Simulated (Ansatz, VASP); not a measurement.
**NaF in VASP and in Ansatz**

Contents of INCAR:

```
PREC     = Accurate       # precision mode
ENCUT    = 520            # plane-wave cutoff, eV
EDIFF    = 1E-6           # SCF threshold, eV
ISMEAR   = 0              # smearing method
SIGMA    = 0.05           # smearing width, eV
LREAL    = F              # projectors in reciprocal space
LASPH    = T              # aspherical terms in the spheres
NELM     = 100            # most SCF steps
ALGO     = Normal         # electronic algorithm
ISIF     = 2              # what is computed and relaxed
LWAVE    = F              # write WAVECAR
LCHARG   = F              # write CHGCAR
GGA      = PS             # functional
NBANDS   = 14             # bands
```

The input KPOINTS:

```
Automatic mesh
0
Gamma
  8 8 8
```

File POSCAR:

```
NaF
1.0
    0.0000000000      2.3929990000      2.2536010000
    2.3929990000      0.0000000000      2.2536010000
    2.3929990000      2.3929990000      0.0000000000
Na F
1 1
Direct
    0.0000000000      0.0000000000      0.0000000000
    0.5000000000      0.5000000000      0.5000000000
```

Input for Ansatz:

```yaml
crystal:
  lattice:
    - [0.0, 2.392999, 2.253601]
    - [2.392999, 0.0, 2.253601]
    - [2.392999, 2.392999, 0.0]
  atoms:
    - { symbol: Na, position: [0.0, 0.0, 0.0] }
    - { symbol: F, position: [0.5, 0.5, 0.5] }
basis:
  ecutwfc: 420
kpoints:
  mp_grid: { grid: [8, 8, 8] }
hamiltonian:
  xc: pbesol
scf:
  occupations: { method: gaussian, width: 0.05 }
output:
  forces: true
  stress: true
  eigenvalues: true
```

Change from the starting cell: strain +0.030 along x and y, -0.030 along z, atoms carried along.

Alike in both runs: task single point; functional PBEsol; k mesh 8 × 8 × 8; occupations gaussian, width 0.05 eV; no spin polarisation.

```csv
,VASP,Ansatz
version,VASP 6.6.1,Ansatz 0.2.0
potentials or method,"VASP PAW PBE potentials, release 64 (Na_pv, F), cutoff 520 eV","scalar-relativistic, plane waves, PAW"
valence electrons in the cell,14,16
```

```csv
,VASP,Ansatz,Ansatz less VASP
gap on the k mesh at the Fermi level (eV),5.97,5.99,+0.020
least direct gap on the mesh (eV),5.97,5.99,+0.020
pressure (GPa),-1.5,-1.4,+0.10
"traceless stress, the component that is largest in VASP (GPa)",3.01,2.88,-0.133
```

VASP's potentials were made for PBE, not for PBEsol. With one functional, cell and mesh, what is left measures potentials, basis and numerics. VASP's potentials hold 14 valence electrons a cell and Ansatz's 16, so a difference there can come from the potentials and not from the codes.
